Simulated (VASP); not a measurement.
# SnGe2 (P-3m1) in VASP: relaxation of cell and atoms with PBE

Aim: the relaxation of cell and atoms of SnGe2 with PBE.

Everything below comes from runs of VASP 6.6.1. Logs are shortened: lines on timing, memory, paths and dates and some standing lists are left out, and cuts for length are marked.

## 1. The cell of the first run

Symmetry: P-3m1, No. 164, trigonal system. Conventional cell: a = 3.202 Å, b = 3.202 Å, c = 7.876 Å, α = 90.00°, β = 90.00°, γ = 120.00°. Within 4.2 Å of Sn (site symmetry -3m) lie 6 Sn at 3.20 Å and 6 Ge at 3.43 Å. Ge (site symmetry 3m) has 9 Ge at 2.79 to 3.20 Å and 3 Sn at 3.43 Å within 3.7 Å.

## 2. Relaxation of cell and atoms, PBE

Input file INCAR:

```
SYSTEM = SnGe2
PREC = Accurate
ENCUT = 600
EDIFF = 1E-6
ISMEAR = 0
SIGMA = 0.1
LREAL = .FALSE.
LASPH = .TRUE.
NELM = 100
ALGO = Normal
ISIF = 3
LWAVE = .FALSE.
LCHARG = .FALSE.
GGA = PE
IBRION = 2
NSW = 100
EDIFFG = -0.01
```

Input file KPOINTS:

```
Automatic mesh
0
G
  18 18 6
  0 0 0
```

Input file POSCAR:

```
SnGe2
1.0
    3.2022502256      0.0000000000      0.0000000000
   -1.6011251128      2.7732300447      0.0000000000
    0.0000000000      0.0000000000      7.8763792616
Sn Ge
1 2
Direct
    0.0000000000      0.0000000000      0.5000000000
    0.6666666667      0.3333333333      0.8670954585
    0.3333333333      0.6666666667      0.1329045415
```

Potentials or basis: VASP PAW PBE potentials, release 64 (Sn_d, Ge_d).

Launch:

```
> cat potpaw_PBE.64/Sn_d/POTCAR potpaw_PBE.64/Ge_d/POTCAR > POTCAR
> mpirun -np 1 vasp_std > vasp.out
```

OUTCAR:

```text
SYSTEM = SnGe2
   PREC = Accurate
   ENCUT = 600
   EDIFF = 1E-6
   ISMEAR = 0
   LREAL = .FALSE.
   LASPH = .TRUE.
   NELM = 100
   ISIF = 3
   GGA = PE
   IBRION = 2
   NSW = 100
   EDIFFG = -0.01

 ion  position               nearest neighbor table
   1  0.000  0.000  0.500-
   2  0.667  0.333  0.867-   3 2.79   3 2.79   3 2.79
   3  0.333  0.667  0.133-   2 2.79   2 2.79   2 2.79

  LATTYP: Found a hexagonal cell.
 ALAT       =     3.2022502256
 C/A-ratio  =     2.4596389122

  Lattice vectors:

 A1 = (   3.2022502256,   0.0000000000,   0.0000000000)
 A2 = (  -1.6011251128,   2.7732300447,   0.0000000000)
 A3 = (   0.0000000000,   0.0000000000,   7.8763792616)

Analysis of symmetry for initial positions (statically):
=====================================================================
 Subroutine PRICEL returns:
 Original cell was already a primitive cell.

 Routine SETGRP: Setting up the symmetry group for a
 hexagonal supercell.

 Subroutine GETGRP returns: Found 12 space group operations
 (whereof 12 operations were pure point group operations)
 out of a pool of 24 trial point group operations.

The static configuration has the point symmetry D_3d.

Analysis of symmetry for dynamics (positions and initial velocities):
=====================================================================
 Subroutine PRICEL returns:
 Original cell was already a primitive cell.

 Routine SETGRP: Setting up the symmetry group for a
 hexagonal supercell.

 Subroutine GETGRP returns: Found 12 space group operations
 (whereof 12 operations were pure point group operations)
 out of a pool of 24 trial point group operations.

The dynamic configuration has the point symmetry D_3d.

 Subroutine INISYM returns: Found 12 space group operations
 (whereof 12 operations are pure point group operations),
 and found     1 'primitive' translations

----------------------------------------------------------------------------------------

                                     Primitive cell

  volume of cell :      69.9468

  direct lattice vectors                    reciprocal lattice vectors
     3.202250226  0.000000000  0.000000000     0.312280406  0.180295176  0.000000000
    -1.601125113  2.773230045  0.000000000     0.000000000  0.360590353  0.000000000
     0.000000000  0.000000000  7.876379262     0.000000000  0.000000000  0.126961890

  length of vectors
     3.202250226  3.202250226  7.876379262     0.360590353  0.360590353  0.126961890

  position of ions in fractional coordinates (direct lattice)
     0.000000000  0.000000000  0.500000000
     0.666666667  0.333333333  0.867095459
     0.333333333  0.666666667  0.132904541

  ion indices of the primitive-cell ions
   primitive index   ion index
                 1           1
                 2           2
                 3           3

----------------------------------------------------------------------------------------

 KPOINTS: Automatic mesh

Automatic generation of k-mesh.
 Grid dimensions read from file:
 generate k-points for:   18   18    6

 Generating k-lattice:

  Cartesian coordinates                     Fractional coordinates (reciprocal lattice)
     0.017348911  0.010016399  0.000000000     0.055555556  0.000000000  0.000000000
     0.000000000  0.020032797  0.000000000     0.000000000  0.055555556  0.000000000
     0.000000000  0.000000000  0.021160315     0.000000000  0.000000000  0.166666667

  Length of vectors
     0.020032797  0.020032797  0.021160315

  Shift w.r.t. Gamma in fractional coordinates (k-lattice)
     0.000000000  0.000000000  0.000000000

 Subroutine IBZKPT returns following result:
 ===========================================

 Found    202 irreducible k-points:

 Following reciprocal coordinates:
            Coordinates               Weight
  0.000000  0.000000  0.000000      1.000000
  0.055556  0.000000  0.000000      6.000000
  0.111111  0.000000  0.000000      6.000000
  0.166667  0.000000  0.000000      6.000000
  0.222222  0.000000  0.000000      6.000000
  0.277778  0.000000  0.000000      6.000000
[... 16 lines left out ...]
  0.333333  0.111111  0.000000     12.000000
  0.388889  0.111111  0.000000     12.000000
 [... further k-points ...]
   k-points           NKPTS =    202   k-points in BZ     NKDIM =    202   number of bands    NBANDS=     25
   number of dos      NEDOS =    301   number of ions     NIONS =      3
   total plane-waves  NPLWV =  50176
   dimension x,y,z NGX =    28 NGY =   28 NGZ =   64
   dimension x,y,z NGXF=    56 NGYF=   56 NGZF=  128
   ions per type =               1   2
   NGX,Y,Z   is equivalent  to a cutoff of  14.54, 14.54, 13.51 a.u.
   NGXF,Y,Z  is equivalent  to a cutoff of  29.07, 29.07, 27.02 a.u.
 SYSTEM =  SnGe2
   PREC   = accura    normal or accurate (medium, high low for compatibility)
   ISTART =      0    job   : 0-new  1-cont  2-samecut
   ICHARG =      2    charge: 1-file 2-atom 10-const
   ISPIN  =      1    spin polarized calculation?
   LNONCOLLINEAR =      F non collinear calculations
   LSORBIT =      F    spin-orbit coupling
   LASPH  =      T    aspherical Exc in radial PAW
   ENCUT  =  600.0 eV  44.10 Ry    6.64 a.u.   6.40  6.40 15.73*2*pi/ulx,y,z
   NELM   =    100;   NELMIN=  2; NELMDL= -5     # of ELM steps
   EDIFF  = 0.1E-05   stopping-criterion for ELM
   LREAL  =      F    real-space projection
   EDIFFG = -.1E-01   stopping-criterion for IOM
   NSW    =    100    number of steps for IOM
   IBRION =      2    ionic relax: 0-MD 1-quasi-New 2-CG
   NFREE  =      1    steps in history (QN), initial steepest desc. (CG)
   ISIF   =      3    stress and relaxation
   ISYM   =      2    0-nonsym 1-usesym 2-fastsym
   POTIM  = 0.5000    time-step for ionic-motion
   TEBEG  =    0.0;   TEEND  =   0.0 temperature during run
   PSTRESS=    0.0 pullay stress
   NELECT =      42.0000    total number of electrons
   NUPDOWN=      -1.0000    fix difference up-down
   EMIN   =  10.00;   EMAX   =-10.00  energy-range for DOS
   EFERMI =   0.00;   METHOD = LEGACY
   ISMEAR =     0;   SIGMA  =   0.10  broadening in eV -4-tet -1-fermi 0-gaus
   EFERMI_NEDOS =   21; number of points for ismear=-14 and -15
   IALGO  =     38    algorithm
   IMIX   =      4    mixing-type and parameters
     AMIX     =   0.40;   BMIX     =  1.00
     AMIX_MAG =   1.60;   BMIX_MAG =  1.00
  volume/ion in A,a.u.               =      23.32       157.34
  Fermi-wavevector in a.u.,A,eV,Ry     =   1.381132  2.609962 25.953479  1.907527
  Thomas-Fermi vector in A             =   2.505945
   LORBIT       =      0    0 simple, 1 ext, 2 COOP (PROOUT), +10 PAW based schemes
   GGA     = PE    functional components
   LHFCALC =     F    Hartree Fock is set to
   AEXX    =    0.0000 exact exchange contribution
   IVDW    =     0    specifies the selected vdW correction
   LEPSILON=     F    determine dielectric tensor
   LRPA    =     F    only Hartree local field effects (RPA)
 conjugate gradient relaxation of ions
 non-spin polarized calculation
 Gauss-broadening in eV      SIGMA  =   0.10
  energy-cutoff  :      600.00
  volume of cell :       69.95
 maximum number of plane-waves:      2361
 NGX is ok and might be reduce to    28
   NGX = 13   NGY = 13   NGZ = 31

--------------------------------------- Ionic step        1  -------------------------------------------

 number of electron      42.0000012 magnetization

 Free energy of the ion-electron system (eV)
  ---------------------------------------------------
  ext. energy  EPLUGINS =         0.00000000
  ---------------------------------------------------
  free energy    TOTEN  =       -12.05689575 eV

  energy without entropy =      -12.04992690  energy(sigma->0) =      -12.05341133

------------------------ aborting loop because EDIFF is reached ----------------------------------------

  FORCE on cell =-STRESS in cart. coord.  units (eV):
  Direction    XX          YY          ZZ          XY          YZ          ZX
  --------------------------------------------------------------------------------------
  -------------------------------------------------------------------------------------
  Total        0.2571069      0.2571069     -1.1237399      0.0000000      0.0000000     -0.0000000
  in kB        5.8892039      5.8892039    -25.7400025      0.0000000      0.0000000     -0.0000000
  external PRESSURE =      -4.6538649 kB  Pullay stress =       0.0000000 kB
[... 92 lines left out ...]
  FREE ENERGIE OF THE ION-ELECTRON SYSTEM (eV)
  ---------------------------------------------------
  free  energy   TOTEN  =       -12.0886265670 eV

  energy  without entropy=      -12.0807938956  energy(sigma->0) =      -12.08471023

[... ionic steps 4 to 10 ...]

--------------------------------------- Ionic step       11  -------------------------------------------

 number of electron      42.0000003 magnetization

------------------------ aborting loop because EDIFF is reached ----------------------------------------

  FORCE on cell =-STRESS in cart. coord.  units (eV):
  Direction    XX          YY          ZZ          XY          YZ          ZX
  --------------------------------------------------------------------------------------
  -------------------------------------------------------------------------------------
  Total        0.0420836      0.0420836      0.0596524      0.0000000      0.0000000      0.0000000
  in kB        0.9856586      0.9856586      1.3971448      0.0000000      0.0000000      0.0000000
  external PRESSURE =       1.1228206 kB  Pullay stress =       0.0000000 kB
[... 59 lines left out ...]
  energy  without entropy=      -12.0866683848  energy(sigma->0) =      -12.09001393

--------------------------------------- Ionic step       13  -------------------------------------------

 number of electron      42.0000003 magnetization

 Free energy of the ion-electron system (eV)
  ---------------------------------------------------
  ext. energy  EPLUGINS =         0.00000000
  ---------------------------------------------------
  free energy    TOTEN  =       -12.09343384 eV

  energy without entropy =      -12.08666098  energy(sigma->0) =      -12.09004741

 E-fermi :   6.7536     XC(G=0): -10.6346

 val. band max:        6.7413289774   @ k =   0.3333   0.2222   0.0000
 cond. band min:       6.7609285039   @ k =   0.3333   0.1111   0.1667
 fundamental gap:      0.0195995265
 Fermi energy:         6.7536468439

 k-point     1 :       0.0000    0.0000    0.0000
  band No.  band energies     occupation
      1     -17.9602      2.00000
      2     -17.9602      2.00000
      3     -17.9453      2.00000
      4     -17.9453      2.00000
      5     -17.9315      2.00000
      6     -17.8993      2.00000
[... 661 lines left out ...]
     24       9.2108      0.00000
     25       9.8271      0.00000

 [... further k-points ...]

------------------------ aborting loop because EDIFF is reached ----------------------------------------

  FORCE on cell =-STRESS in cart. coord.  units (eV):
  Direction    XX          YY          ZZ          XY          YZ          ZX
  --------------------------------------------------------------------------------------
  -------------------------------------------------------------------------------------
  Total       -0.0013858     -0.0013858      0.0059998      0.0000000      0.0000000     -0.0000000
  in kB       -0.0324201     -0.0324201      0.1403625      0.0000000      0.0000000     -0.0000000
  external PRESSURE =       0.0251741 kB  Pullay stress =       0.0000000 kB
[... 18 lines left out ...]
  FREE ENERGIE OF THE ION-ELECTRON SYSTEM (eV)
  ---------------------------------------------------
  free  energy   TOTEN  =       -12.0934338380 eV

  energy  without entropy=      -12.0866609786  energy(sigma->0) =      -12.09004741

 reached required accuracy - stopping structural energy minimisation
```

Wall time 17 min (1 thread of Intel Xeon 6975P-C (Granite Rapids), shared host); peak memory 0.54 GiB.

What came out:

```yaml
Free_energy: -12.0934 eV
Relaxed_volume: 22.83 Å³/atom
Relaxed_cell: a = 3.239 Å, b = 3.239 Å, c = 7.540 Å, α = 90.00°, β = 90.00°, γ = 120.00°
Space_group_after_relaxing_to_0.1_Å: P-3m1 (No. 164)
Energy_gained_by_relaxing: 12.2 meV/atom
Ionic_steps: 13
Pressure_after_relaxing: 0.0 GPa
Band_gap_on_the_k_mesh: zero (bands 21 and 22 overlap by 6.65 eV)
```

Step by step:
| step | energy change (eV) | largest force (eV/Å) | pressure (GPa) | volume (Å³) |
| --- | --- | --- | --- | --- |
| 1 | 0.0000 | 0.1540 | -0.47 | 69.95 |
| 2 | -0.0204 | 0.1568 | -0.18 | 69.25 |
| 3 | -0.0317 | 0.1502 | 0.49 | 68.09 |
| 4 | -0.0319 | 0.1523 | 0.49 | 68.18 |
| 5 | -0.0348 | 0.0684 | -0.29 | 68.91 |
| 6 | -0.0347 | 0.0728 | -0.12 | 68.88 |
| 7 | -0.0348 | 0.0700 | -0.21 | 68.90 |
| 8 | -0.0360 | 0.0424 | -0.09 | 68.68 |
| 9 | -0.0365 | 0.0046 | 0.11 | 68.39 |
| 10 | -0.0365 | 0.0081 | 0.06 | 68.42 |
| 11 | -0.0365 | 0.0061 | 0.11 | 68.41 |
| 12 | -0.0365 | 0.0124 | -0.20 | 68.60 |
| 13 | -0.0365 | 0.0001 | 0.00 | 68.48 |

Final structure:
```cif
data_structure
_symmetry_space_group_name_H-M 'P 1'
_symmetry_Int_Tables_number 1
_cell_length_a 3.2386
_cell_length_b 3.2386
_cell_length_c 7.5395
_cell_angle_alpha 90.000
_cell_angle_beta 90.000
_cell_angle_gamma 120.000
_cell_volume 68.48
loop_
_atom_site_label
_atom_site_type_symbol
_atom_site_fract_x
_atom_site_fract_y
_atom_site_fract_z
_atom_site_occupancy
Sn1 Sn 0.00000 0.00000 0.50000 1
Ge1 Ge 0.66667 0.33333 0.86106 1
Ge2 Ge 0.33333 0.66667 0.13894 1
```

Caveat: spin-orbit coupling is left out, which moves the levels of the heavy elements.
